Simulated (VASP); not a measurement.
# AlSn4 (Cmmm) in VASP: a series of runs, part 3 of 3

VASP 6.6.1. The steps go on from the part before.

**5. Single point, PBE**

This run uses another cell than the first one, of 27.79 Å³/atom, 1.111 times its volume.

INCAR reads:

```
ALGO = Fast
EDIFF = 1E-7
ENCUT = 520
GGA = PE
ISIF = 2
ISMEAR = 0
LASPH = T
LCHARG = F
LREAL = F
LWAVE = F
NBANDS = 38
NELM = 100
PREC = Accurate
SIGMA = 0.1
```

KPOINTS reads:

```
k-points
0
Gamma
  6 6 10
```

POSCAR reads:

```
AlSn4
1.0
    4.3024432836     -4.6760296685      0.0000000000
    4.3024432836      4.6760296685      0.0000000000
    0.0000000000      0.0000000000      3.4534636746
Al Sn
1 4
Direct
    0.5000000000      0.5000000000      0.5000000000
    0.8026419856      0.1973580144      0.5000000000
    0.2266121921      0.2266121921      0.0000000000
    0.7733878079      0.7733878079      0.0000000000
    0.1973580144      0.8026419856      0.5000000000
```

Potentials or basis: VASP PAW PBE potentials, release 64 (Al, Sn_d).

Command:

```bash
$ cat potpaw_PBE.64/Al/POTCAR potpaw_PBE.64/Sn_d/POTCAR > POTCAR
$ mpirun -np 1 vasp_std > vasp.out
```

OUTCAR:

```text
EDIFF = 1E-7
   ENCUT = 520
   GGA = PE
   ISIF = 2
   ISMEAR = 0
   LASPH = T
   LREAL = F
   NELM = 100
   PREC = Accurate

 ion  position               nearest neighbor table
   1  0.500  0.500  0.500-   2 2.83   5 2.83   4 2.92   3 2.92   3 2.92   4 2.92
   2  0.803  0.197  0.500-   1 2.83   3 3.19   4 3.19   3 3.19   4 3.19   5 3.69
   3  0.227  0.227  0.000-   1 2.92   1 2.92   5 3.19   2 3.19   2 3.19   5 3.19
   4  0.773  0.773  0.000-   1 2.92   1 2.92   5 3.19   2 3.19   2 3.19   5 3.19
   5  0.197  0.803  0.500-   1 2.83   3 3.19   4 3.19   3 3.19   4 3.19   2 3.69

  LATTYP: Found a base centered orthorhombic cell.
 ALAT       =     8.6048865672
 B/A-ratio  =     1.0868312167
 C/A-ratio  =     0.4013375014

  Lattice vectors:

 A1 = (   4.3024432836,  -4.6760296685,   0.0000000000)
 A2 = (   4.3024432836,   4.6760296685,   0.0000000000)
 A3 = (   0.0000000000,   0.0000000000,   3.4534636746)

Analysis of symmetry for initial positions (statically):
=====================================================================
 Subroutine PRICEL returns:
 Original cell was already a primitive cell.

 Routine SETGRP: Setting up the symmetry group for a
 base centered orthorhombic supercell.

 Subroutine GETGRP returns: Found  8 space group operations
 (whereof  8 operations were pure point group operations)
 out of a pool of  8 trial point group operations.

The static configuration has the point symmetry D_2h.

Analysis of symmetry for dynamics (positions and initial velocities):
=====================================================================
 Subroutine PRICEL returns:
 Original cell was already a primitive cell.

 Routine SETGRP: Setting up the symmetry group for a
 base centered orthorhombic supercell.

 Subroutine GETGRP returns: Found  8 space group operations
 (whereof  8 operations were pure point group operations)
 out of a pool of  8 trial point group operations.

The dynamic configuration has the point symmetry D_2h.

 Subroutine INISYM returns: Found  8 space group operations
 (whereof  8 operations are pure point group operations),
 and found     1 'primitive' translations

----------------------------------------------------------------------------------------

                                     Primitive cell

  volume of cell :     138.9560

  direct lattice vectors                    reciprocal lattice vectors
     4.302443284 -4.676029669  0.000000000     0.116213037 -0.106928321  0.000000000
     4.302443284  4.676029669  0.000000000     0.116213037  0.106928321  0.000000000
     0.000000000  0.000000000  3.453463675     0.000000000  0.000000000  0.289564360

  length of vectors
     6.354232579  6.354232579  3.453463675     0.157921296  0.157921296  0.289564360

  position of ions in fractional coordinates (direct lattice)
     0.500000000  0.500000000  0.500000000
     0.802641986  0.197358014  0.500000000
     0.226612192  0.226612192  0.000000000
     0.773387808  0.773387808  0.000000000
     0.197358014  0.802641986  0.500000000

  ion indices of the primitive-cell ions
   primitive index   ion index
                 1           1
                 2           2
                 3           3
                 4           4
                 5           5

----------------------------------------------------------------------------------------

 KPOINTS: k-points

Automatic generation of k-mesh.
 Grid dimensions read from file:
 generate k-points for:    6    6   10

 Generating k-lattice:

  Cartesian coordinates                     Fractional coordinates (reciprocal lattice)
     0.019368839 -0.017821387  0.000000000     0.166666667 -0.000000000  0.000000000
     0.019368839  0.017821387  0.000000000    -0.000000000  0.166666667  0.000000000
     0.000000000  0.000000000  0.028956436     0.000000000  0.000000000  0.100000000

  Length of vectors
     0.026320216  0.026320216  0.028956436

  Shift w.r.t. Gamma in fractional coordinates (k-lattice)
     0.000000000  0.000000000  0.000000000

 Subroutine IBZKPT returns following result:
 ===========================================

 Found     78 irreducible k-points:

 Following reciprocal coordinates:
            Coordinates               Weight
  0.000000  0.000000  0.000000      1.000000
  0.166667  0.000000  0.000000      4.000000
  0.333333  0.000000  0.000000      4.000000
  0.500000  0.000000  0.000000      2.000000
  0.166667  0.166667  0.000000      2.000000
  0.333333  0.166667  0.000000      4.000000
[... 16 lines left out ...]
  0.333333  0.333333  0.100000      4.000000
  0.500000  0.333333  0.100000      8.000000
 [... further k-points ...]
   k-points           NKPTS =     78   k-points in BZ     NKDIM =     78   number of bands    NBANDS=     38
   number of dos      NEDOS =    301   number of ions     NIONS =      5
   total plane-waves  NPLWV =  64512
   dimension x,y,z NGX =    48 NGY =   48 NGZ =   28
   dimension x,y,z NGXF=    96 NGYF=   96 NGZF=   56
   ions per type =               1   4
   NGX,Y,Z   is equivalent  to a cutoff of  12.56, 12.56, 13.48 a.u.
   NGXF,Y,Z  is equivalent  to a cutoff of  25.12, 25.12, 26.96 a.u.
 SYSTEM =  unknown system
   PREC   = accura    normal or accurate (medium, high low for compatibility)
   ISTART =      0    job   : 0-new  1-cont  2-samecut
   ICHARG =      2    charge: 1-file 2-atom 10-const
   ISPIN  =      1    spin polarized calculation?
   LNONCOLLINEAR =      F non collinear calculations
   LSORBIT =      F    spin-orbit coupling
   LASPH  =      T    aspherical Exc in radial PAW
   ENCUT  =  520.0 eV  38.22 Ry    6.18 a.u.  11.81 11.81  6.42*2*pi/ulx,y,z
   NELM   =    100;   NELMIN=  2; NELMDL= -5     # of ELM steps
   EDIFF  = 0.1E-06   stopping-criterion for ELM
   LREAL  =      F    real-space projection
   EDIFFG = 0.1E-05   stopping-criterion for IOM
   NSW    =      0    number of steps for IOM
   IBRION =     -1    ionic relax: 0-MD 1-quasi-New 2-CG
   NFREE  =      0    steps in history (QN), initial steepest desc. (CG)
   ISIF   =      2    stress and relaxation
   ISYM   =      2    0-nonsym 1-usesym 2-fastsym
   POTIM  = 0.5000    time-step for ionic-motion
   TEBEG  =    0.0;   TEEND  =   0.0 temperature during run
   PSTRESS=    0.0 pullay stress
   NELECT =      59.0000    total number of electrons
   NUPDOWN=      -1.0000    fix difference up-down
   EMIN   =  10.00;   EMAX   =-10.00  energy-range for DOS
   EFERMI =   0.00;   METHOD = LEGACY
   ISMEAR =     0;   SIGMA  =   0.10  broadening in eV -4-tet -1-fermi 0-gaus
   EFERMI_NEDOS =   21; number of points for ismear=-14 and -15
   IALGO  =     68    algorithm
   IMIX   =      4    mixing-type and parameters
     AMIX     =   0.40;   BMIX     =  1.00
     AMIX_MAG =   1.60;   BMIX_MAG =  1.00
  volume/ion in A,a.u.               =      27.79       187.54
  Fermi-wavevector in a.u.,A,eV,Ry     =   1.230457  2.325226 20.599549  1.514024
  Thomas-Fermi vector in A             =   2.365305
   LORBIT       =      0    0 simple, 1 ext, 2 COOP (PROOUT), +10 PAW based schemes
   GGA     = PE    functional components
   LHFCALC =     F    Hartree Fock is set to
   AEXX    =    0.0000 exact exchange contribution
   IVDW    =     0    specifies the selected vdW correction
   LEPSILON=     F    determine dielectric tensor
   LRPA    =     F    only Hartree local field effects (RPA)
 non-spin polarized calculation
 RMM-DIIS sequential band-by-band and
 Gauss-broadening in eV      SIGMA  =   0.10
  energy-cutoff  :      520.00
  volume of cell :      138.96
 maximum number of plane-waves:      3780
   NGX = 23   NGY = 23   NGZ = 13

 number of electron      58.9999996 magnetization

 Free energy of the ion-electron system (eV)
  ---------------------------------------------------
  ext. energy  EPLUGINS =         0.00000000
  ---------------------------------------------------
  free energy    TOTEN  =       -18.40188169 eV

  energy without entropy =      -18.38774556  energy(sigma->0) =      -18.39481362

 E-fermi :   6.9255     XC(G=0):  -9.7833

 val. band max:        6.9236658734   @ k =   0.3333   0.1667   0.4000
 cond. band min:       6.9343773602   @ k =   0.5000   0.3333   0.1000
 fundamental gap:      0.0107114868
 Fermi energy:         6.9255093184

 k-point     1 :       0.0000    0.0000    0.0000
  band No.  band energies     occupation
      1     -14.6819      2.00000
      2     -14.6430      2.00000
      3     -14.6353      2.00000
      4     -14.6298      2.00000
      5     -14.6273      2.00000
      6     -14.6257      2.00000
[... 973 lines left out ...]
     37      12.0328      0.00000
     38      13.3756      0.00000

 [... further k-points ...]
[... 5 lines left out ...]
  --------------------------------------------------------------------------------------
  -------------------------------------------------------------------------------------
  Total       -0.0087866     -0.0111709     -0.0501556      0.0000000      0.0000000      0.0000000
  in kB       -0.1013105     -0.1288014     -0.5782989      0.0000000      0.0000000      0.0000000
  external PRESSURE =      -0.2694703 kB  Pullay stress =       0.0000000 kB

 VOLUME and BASIS-vectors are now :
 -----------------------------------------------------------------------------
  energy-cutoff  :      520.00
  volume of cell :      138.96
      direct lattice vectors                 reciprocal lattice vectors
     4.302443284 -4.676029669  0.000000000     0.116213037 -0.106928321  0.000000000
     4.302443284  4.676029669  0.000000000     0.116213037  0.106928321  0.000000000
     0.000000000  0.000000000  3.453463675     0.000000000  0.000000000  0.289564360

 POSITION                                       TOTAL-FORCE (eV/Angst)
 -----------------------------------------------------------------------------------
      4.30244      0.00000      1.72673         0.000000      0.000000      0.000000
      4.30244     -2.83033      1.72673         0.000000      0.000363      0.000000
      1.94997      0.00000      0.00000         0.002557      0.000000      0.000000
      6.65491      0.00000      0.00000        -0.002557      0.000000     -0.000000
      4.30244      2.83033      1.72673         0.000000     -0.000363      0.000000
 -----------------------------------------------------------------------------------
    total drift:                                0.000000     -0.000000      0.000000

  FREE ENERGIE OF THE ION-ELECTRON SYSTEM (eV)
  ---------------------------------------------------
  free  energy   TOTEN  =       -18.4018816891 eV

  energy  without entropy=      -18.3877455559  energy(sigma->0) =      -18.39481362
```

Run time: 5.4 min. Hardware: 1 thread of Intel Xeon Platinum 8259CL at 2.50GHz (Skylake/Cascade Lake), shared host; peak memory 0.44 GiB.

What came out:

```yaml
Free_energy: -18.4019 eV
Pressure: 0.0 GPa
```

Forces in eV/Å, atoms in the order of the input:
```
Al   0.000  0.000  0.000
Sn   0.000  0.000  0.000
Sn   0.003  0.000  0.000
Sn  -0.003  0.000  0.000
Sn   0.000  0.000  0.000
```

Caveat: spin-orbit coupling is left out, which moves the levels of the heavy elements.

**6. The runs side by side**

| task | cell | k mesh | cutoff (eV) | gap on the mesh (eV) | pressure (GPa) | largest force (eV/Å) |
| --- | --- | --- | --- | --- | --- | --- |
| single point | a = 6.017, b = 6.017, c = 3.512 Å, angles 90.0, 90.0, 100.4°, 5 atoms | 4 × 4 × 6 | 520 | none | 28.0 | 8.19 |
| single point | a = 6.215, b = 6.215, c = 3.603 Å, angles 90.0, 90.0, 94.9°, 5 atoms | 4 × 4 × 6 | 520 | none | 0.1 | 0.04 |
| relaxation of cell and atoms | relaxed from a = 6.017, b = 6.017, c = 3.512 Å, angles 90.0, 90.0, 100.4°, 5 atoms | 4 × 4 × 6 | 600 | none | 0.0 | 0.01 |
| single point | a = 6.354, b = 6.354, c = 3.453 Å, angles 90.0, 90.0, 94.8°, 5 atoms | 6 × 6 × 10 | 520 | none | 0.0 | - |

Alike in all rows: level PBE; potentials or basis VASP PAW PBE potentials, release 64 (Al, Sn_d); no spin polarisation; smearing gaussian 0.1 eV.

Caveats: spin-orbit coupling is left out, which moves the levels of the heavy elements; forces of over 1 eV/Å act on the atoms, so gaps and moduli don't describe the material at rest (some runs).

Total energies depend on the potentials used, so only differences within one code and one set of settings carry meaning.
